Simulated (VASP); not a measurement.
# SnSe (Fm-3m) in VASP: further runs, part 2 of 2

VASP 6.6.1. Earlier steps stand in the parts before.

**5. Single point, r2SCAN**

POSCAR

```
SnSe
1.0
    0.0000000000      2.9848894944      2.9848894944
    2.9848894944      0.0000000000      2.9848894944
    2.9848894944      2.9848894944      0.0000000000
Sn Se
1 1
Direct
    0.0000000000      0.0000000000      0.0000000000
    0.5000000000      0.5000000000      0.5000000000
```

INCAR.step1

```
PREC     = Accurate       # precision mode
ENCUT    = 550            # plane-wave cutoff, eV
ISMEAR   = 0              # smearing method
SIGMA    = 0.01           # smearing width, eV
LREAL    = False          # projectors in reciprocal space
LASPH    = True           # aspherical terms in the spheres
NELM     = 120            # most SCF steps
NBANDS   = 17             # bands
GGA      = PE             # functional
ALGO     = Normal         # electronic algorithm
EDIFF    = 1E-5           # SCF threshold, eV
LWAVE    = True           # write WAVECAR
LCHARG   = False          # write CHGCAR
GGA_COMPAT= False
```

INCAR.step2

```
PREC     = Accurate       # precision mode
ENCUT    = 550            # plane-wave cutoff, eV
EDIFF    = 1E-6           # SCF threshold, eV
ISMEAR   = 0              # smearing method
SIGMA    = 0.01           # smearing width, eV
LREAL    = False          # projectors in reciprocal space
LASPH    = True           # aspherical terms in the spheres
NELM     = 120            # most SCF steps
ALGO     = Normal         # electronic algorithm
ISIF     = 2              # what is computed and relaxed
LWAVE    = False          # write WAVECAR
LCHARG   = True           # write CHGCAR
METAGGA  = R2SCAN         # meta-GGA
LMIXTAU  = True         
LELF     = True           # ELF
LVHAR    = True         
NBANDS   = 17             # bands
ISTART   = 1            
GGA_COMPAT= False
```

KPOINTS

```
Automatic mesh
0
Gamma
  8 8 8
```

Potentials or basis: VASP PAW PBE potentials, release 64 (Sn_d, Se).

Command:

```console
$ cat potpaw_PBE.64/Sn_d/POTCAR potpaw_PBE.64/Se/POTCAR > POTCAR
$ cp INCAR.step1 INCAR
$ mpirun -np 1 vasp_std > vasp.out
$ cp INCAR.step2 INCAR
$ mpirun -np 1 vasp_std > vasp.out
```

OUTCAR:

```text
PREC = Accurate
   ENCUT = 550
   EDIFF = 1E-6
   ISMEAR = 0
   LREAL = False
   LASPH = True
   NELM = 120
   ISIF = 2
   METAGGA = R2SCAN
   ISTART = 1

 ion  position               nearest neighbor table
   1  0.000  0.000  0.000-   2 2.98   2 2.98   2 2.98   2 2.98   2 2.98   2 2.98
   2  0.500  0.500  0.500-   1 2.98   1 2.98   1 2.98   1 2.98   1 2.98   1 2.98

  LATTYP: Found a face centered cubic cell.
 ALAT       =     5.9697789888

  Lattice vectors:

 A1 = (   0.0000000000,   2.9848894944,   2.9848894944)
 A2 = (   2.9848894944,   0.0000000000,   2.9848894944)
 A3 = (   2.9848894944,   2.9848894944,   0.0000000000)

Analysis of symmetry for initial positions (statically):
=====================================================================
 Subroutine PRICEL returns:
 Original cell was already a primitive cell.

 Routine SETGRP: Setting up the symmetry group for a
 face centered cubic supercell.

 Subroutine GETGRP returns: Found 48 space group operations
 (whereof 48 operations were pure point group operations)
 out of a pool of 48 trial point group operations.

[... 156 lines left out ...]
  ext. energy  EPLUGINS =         0.00000000
  ---------------------------------------------------
  free energy    TOTEN  =       -39.87419328 eV

  energy without entropy =      -39.87419328  energy(sigma->0) =      -39.87419328

 E-fermi :   6.0236     XC(G=0): -10.3142

 val. band max:        5.9803429342   @ k =   0.5000   0.0000   0.0000
 cond. band min:       6.5531968299   @ k =   0.5000   0.0000   0.0000
 fundamental gap:      0.5728538957
 Fermi energy:         6.0235825464

 k-point     1 :       0.0000    0.0000    0.0000
  band No.  band energies     occupation
      1     -16.5512      2.00000
      2     -16.5512      2.00000
      3     -16.5476      2.00000
      4     -16.5476      2.00000
      5     -16.5476      2.00000
      6      -8.9132      2.00000
[... 457 lines left out ...]
      4     -16.5380      2.00000
      5     -16.5320      2.00000
      6      -7.7139      2.00000
[... 9 lines left out ...]
     16      17.2424      0.00000
     17      17.3052      0.00000

 [... further k-points ...]
[... 5 lines left out ...]
  --------------------------------------------------------------------------------------
  -------------------------------------------------------------------------------------
  Total        0.4229491      0.4229491      0.4229491     -0.0000000      0.0000000      0.0000000
  in kB       12.7404248     12.7404248     12.7404248     -0.0000000      0.0000000      0.0000000
  external PRESSURE =      12.7404248 kB  Pullay stress =       0.0000000 kB

 VOLUME and BASIS-vectors are now :
 -----------------------------------------------------------------------------
  energy-cutoff  :      550.00
  volume of cell :       53.19
      direct lattice vectors                 reciprocal lattice vectors
     0.000000000  2.984889494  2.984889494    -0.167510389  0.167510389  0.167510389
     2.984889494  0.000000000  2.984889494     0.167510389 -0.167510389  0.167510389
     2.984889494  2.984889494  0.000000000     0.167510389  0.167510389 -0.167510389

 POSITION                                       TOTAL-FORCE (eV/Angst)
 -----------------------------------------------------------------------------------
      0.00000      0.00000      0.00000         0.000000      0.000000     -0.000000
      2.98489      2.98489      2.98489        -0.000000     -0.000000      0.000000
 -----------------------------------------------------------------------------------
    total drift:                                0.000000     -0.000000     -0.000000

  FREE ENERGIE OF THE ION-ELECTRON SYSTEM (eV)
  ---------------------------------------------------
  free  energy   TOTEN  =       -39.8741932764 eV

  energy  without entropy=      -39.8741932764  energy(sigma->0) =      -39.87419328
```

It took 43 s on 1 thread of Intel Xeon 6975P-C (Granite Rapids), shared host; peak memory 0.2 GiB.

What came out:

| Quantity | Value |
| --- | --- |
| Free energy | -39.8742 eV |
| Pressure | 1.3 GPa |
| Band gap on the k mesh | 0.57 eV |

Caveat: semilocal functionals underestimate gaps, and a narrow one can read as zero; the PAW data sets were made with another functional, which shifts forces and pressure a little; spin-orbit coupling is left out, which moves the levels of the heavy elements. A k mesh can miss the band edges.

**6. Single point, HSE06**

POSCAR is that of step 5.

INCAR.step1

```
PREC     = Accurate       # precision mode
ENCUT    = 400            # plane-wave cutoff, eV
EDIFF    = 1E-5           # SCF threshold, eV
ISMEAR   = 0              # smearing method
SIGMA    = 0.01           # smearing width, eV
LREAL    = F              # projectors in reciprocal space
LASPH    = T              # aspherical terms in the spheres
NELM     = 120            # most SCF steps
ALGO     = Normal         # electronic algorithm
ISIF     = 2              # what is computed and relaxed
LWAVE    = T              # write WAVECAR
LCHARG   = F              # write CHGCAR
NBANDS   = 17             # bands
GGA      = PE             # functional
GGA_COMPAT= F
```

INCAR.step2

```
PREC     = Accurate       # precision mode
ENCUT    = 400            # plane-wave cutoff, eV
EDIFF    = 1E-6           # SCF threshold, eV
ISMEAR   = 0              # smearing method
SIGMA    = 0.01           # smearing width, eV
LREAL    = F              # projectors in reciprocal space
LASPH    = T              # aspherical terms in the spheres
NELM     = 120            # most SCF steps
ALGO     = Normal         # electronic algorithm
ISIF     = 2              # what is computed and relaxed
LWAVE    = F              # write WAVECAR
LCHARG   = F              # write CHGCAR
GGA      = PE             # functional
LHFCALC  = T              # exact exchange
HFSCREEN = 0.2079         # screening, 1/A
PRECFOCK = Normal       
NBANDS   = 17             # bands
ISTART   = 1            
GGA_COMPAT= F
```

KPOINTS

```
Automatic mesh
0
Gamma
  6 6 6
```

Potentials or basis: VASP PAW PBE potentials, release 64 (Sn_d, Se).

Command:

```console
$ cat potpaw_PBE.64/Sn_d/POTCAR potpaw_PBE.64/Se/POTCAR > POTCAR
$ cp INCAR.step1 INCAR
$ mpirun -np 1 vasp_std > vasp.out
$ cp INCAR.step2 INCAR
$ mpirun -np 1 vasp_std > vasp.out
```

OUTCAR:

```text
PREC = Accurate
   ENCUT = 400
   EDIFF = 1E-6
   ISMEAR = 0
   LREAL = F
   LASPH = T
   NELM = 120
   ISIF = 2
   GGA = PE
   LHFCALC = T
   HFSCREEN = 0.2079
   PRECFOCK = Normal
   ISTART = 1

 ion  position               nearest neighbor table
   1  0.000  0.000  0.000-   2 2.98   2 2.98   2 2.98   2 2.98   2 2.98   2 2.98
   2  0.500  0.500  0.500-   1 2.98   1 2.98   1 2.98   1 2.98   1 2.98   1 2.98

  LATTYP: Found a face centered cubic cell.
 ALAT       =     5.9697789888

  Lattice vectors:

 A1 = (   0.0000000000,   2.9848894944,   2.9848894944)
 A2 = (   2.9848894944,   0.0000000000,   2.9848894944)
 A3 = (   2.9848894944,   2.9848894944,   0.0000000000)

Analysis of symmetry for initial positions (statically):
=====================================================================
 Subroutine PRICEL returns:
 Original cell was already a primitive cell.

 Routine SETGRP: Setting up the symmetry group for a
[... 161 lines left out ...]
  ext. energy  EPLUGINS =         0.00000000
  ---------------------------------------------------
  free energy    TOTEN  =        -9.77054514 eV

  energy without entropy =       -9.77054514  energy(sigma->0) =       -9.77054514

 E-fermi :   6.0112     XC(G=0):  -8.0882

 val. band max:        5.9415737457   @ k =   0.5000   0.0000   0.0000
 cond. band min:       6.4629211431   @ k =   0.5000   0.0000   0.0000
 fundamental gap:      0.5213473974
 Fermi energy:         6.0111716645

 k-point     1 :       0.0000    0.0000    0.0000
  band No.  band energies     occupation
      1     -18.2137      2.00000
      2     -18.2137      2.00000
      3     -18.2069      2.00000
      4     -18.2069      2.00000
      5     -18.2069      2.00000
      6      -9.9416      2.00000
[... 297 lines left out ...]
      4     -18.1944      2.00000
      5     -18.1875      2.00000
      6      -8.4668      2.00000
[... 9 lines left out ...]
     16      17.8520      0.00000
     17      19.3736      0.00000

------------------------ aborting loop because EDIFF is reached ----------------------------------------

  FORCE on cell =-STRESS in cart. coord.  units (eV):
  Direction    XX          YY          ZZ          XY          YZ          ZX
  --------------------------------------------------------------------------------------
  -------------------------------------------------------------------------------------
  Total        0.2189978      0.2189978      0.2189978      0.0000000      0.0000000     -0.0000000
  in kB        6.5968353      6.5968353      6.5968353      0.0000000      0.0000000     -0.0000000
  external PRESSURE =       6.5968353 kB  Pullay stress =       0.0000000 kB

 VOLUME and BASIS-vectors are now :
 -----------------------------------------------------------------------------
  energy-cutoff  :      400.00
  volume of cell :       53.19
      direct lattice vectors                 reciprocal lattice vectors
     0.000000000  2.984889494  2.984889494    -0.167510389  0.167510389  0.167510389
     2.984889494  0.000000000  2.984889494     0.167510389 -0.167510389  0.167510389
     2.984889494  2.984889494  0.000000000     0.167510389  0.167510389 -0.167510389

 POSITION                                       TOTAL-FORCE (eV/Angst)
 -----------------------------------------------------------------------------------
      0.00000      0.00000      0.00000         0.000000      0.000000     -0.000000
      2.98489      2.98489      2.98489        -0.000000     -0.000000      0.000000
 -----------------------------------------------------------------------------------
    total drift:                               -0.000001     -0.000002     -0.000002

  FREE ENERGIE OF THE ION-ELECTRON SYSTEM (eV)
  ---------------------------------------------------
  free  energy   TOTEN  =        -9.7705451438 eV

  energy  without entropy=       -9.7705451438  energy(sigma->0) =       -9.77054514
```

Run time: 43 min. Hardware: 1 thread of Intel Xeon 6975P-C (Granite Rapids), shared host; peak memory 0.27 GiB.

Results:

```yaml
Free_energy: -9.7705 eV
Pressure: 0.7 GPa
Band_gap_on_the_k_mesh: 0.52 eV
```

Caveat: the PAW data sets were made with another functional, which shifts forces and pressure a little; spin-orbit coupling is left out, which moves the levels of the heavy elements.

**7. Single point, PBE0**

POSCAR is that of step 6.

INCAR.step1

```
SYSTEM = SnSe
PREC = Accurate ; ENCUT = 400
EDIFF = 1E-5 ; ISMEAR = 0
SIGMA = 0.01 ; LREAL = .False.
LASPH = .True. ; NELM = 120
ALGO = Normal ; ISIF = 2
LWAVE = .True. ; LCHARG = .False.
NBANDS = 17 ; GGA = PE
GGA_COMPAT = .False.
```

INCAR.step2

```
SYSTEM = SnSe
PREC = Accurate ; ENCUT = 400
EDIFF = 1E-6 ; ISMEAR = 0
SIGMA = 0.01 ; LREAL = .False.
LASPH = .True. ; NELM = 120
ALGO = Normal ; ISIF = 2
LWAVE = .False. ; LCHARG = .False.
GGA = PE ; LHFCALC = .True.
AEXX = 0.25 ; PRECFOCK = Normal
NBANDS = 17 ; ISTART = 1
GGA_COMPAT = .False.
```

KPOINTS

```
regular mesh
0
Gamma
  6 6 6
  0 0 0
```

Command:

```console
$ cat potpaw_PBE.64/Sn_d/POTCAR potpaw_PBE.64/Se/POTCAR > POTCAR
$ cp INCAR.step1 INCAR
$ mpirun -np 1 vasp_std > vasp.out
$ cp INCAR.step2 INCAR
$ mpirun -np 1 vasp_std > vasp.out
```

Wall time 47 min (1 thread of Intel Xeon Platinum 8375C at 2.90GHz (Ice Lake), shared host); peak memory 0.18 GiB.

The run converged. Its results:

```
Free energy            : -10.7579 eV
Pressure               : 0.7 GPa
Band gap on the k mesh : 0.86 eV
```

Levels at points of the mesh, in eV from the valence-band top:
```tsv
k point	band 6	band 7	band 8	band 9	band 10	band 11	band 12	band 13	band 14	band 15
(0.00, 0.00, 0.00)	-16.14	-5.85	-3.15	-3.15	-3.15	5.40	5.40	5.40	6.64	6.64
(0.50, 0.00, 0.00)	-15.03	-9.66	-2.86	-2.86	0.00	0.86	1.79	1.79	9.29	11.33
(0.50, 0.50, 0.00)	-14.69	-7.10	-6.93	-4.81	-4.81	3.54	6.58	6.58	7.26	11.64
```

Caveat: the PAW data sets were made with another functional, which shifts forces and pressure a little; spin-orbit coupling is left out, which moves the levels of the heavy elements.

**8. Overview**

| level | k mesh | cutoff (eV) | grid for exact exchange (PRECFOCK) | share of exact exchange | screening parameter | gap on the mesh (eV) | pressure (GPa) |
| --- | --- | --- | --- | --- | --- | --- | --- |
| PBE | 6 × 6 × 6 | 500 | - | - | - | 0.69 | 2.0 |
| r2SCAN | 6 × 6 × 6 | 550 | - | - | - | 0.57 | 0.9 |
| r2SCAN | 8 × 8 × 8 | 550 | - | - | - | 0.57 | 1.3 |
| HSE06 | 6 × 6 × 6 | 400 | Normal | 0.25 | 0.2079 1/Å | 0.52 | 0.7 |
| PBE0 | 6 × 6 × 6 | 400 | Normal | 0.25 | - | 0.86 | 0.7 |

Alike in all rows: task single point; potentials or basis VASP PAW PBE potentials, release 64 (Sn_d, Se); no spin polarisation; cell as given; smearing gaussian 0.01 eV.

On the cell as given the gap runs from 0.52 eV (HSE06) to 0.86 eV (PBE0); the meshes differ, which moves gaps too. The pressure there spans 0.7 GPa (HSE06) to 2.0 GPa (PBE); a positive pressure means that this level wants a larger cell, a negative one a smaller.

Caveats: spin-orbit coupling is left out, which moves the levels of the heavy elements; the PAW data sets were made with another functional, which shifts forces and pressure a little (at least some runs); semilocal functionals underestimate gaps, and a narrow one can read as zero (at least some runs).

Absolute energies hang on the potentials; compare differences alone.
